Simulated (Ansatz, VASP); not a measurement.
# In: VASP beside Ansatz

```
In
1.0
     3.33927    0.00000    0.00000
    -1.66964    2.89190    0.00000
     0.00000    0.00000   23.20746
In
4
Cartesian
  1.6696 0.9640 7.5000
  0.0000 1.9279 10.2416
  1.6696 0.9640 12.9659
  0.0000 1.9279 15.7075
```

Alike in both runs: task single point; functional PBE; k mesh 9 × 9 × 1; occupations fermi-dirac, width 0.05 eV; no spin polarisation.

```csv
,VASP,Ansatz
version,VASP 6.6.1,Ansatz 0.2.0
potentials or method,"VASP PAW PBE potentials, release 64 (In_d), cutoff 520 eV","all-electron LAPW, scalar-relativistic"
```

|  | VASP | Ansatz | Ansatz less VASP |
| --- | --- | --- | --- |
| gap on the k mesh at the Fermi level (eV) | none | none | - |
| rms of the force components (eV/Å) | 0.056 | 0.056 | -0.0001 |

Atom by atom the forces differ by 0.001 eV/Å (rms over components). A gap of «none» marks a metal or a gap that the smearing closes. Ansatz ran all-electron here, and VASP with PAW potentials.
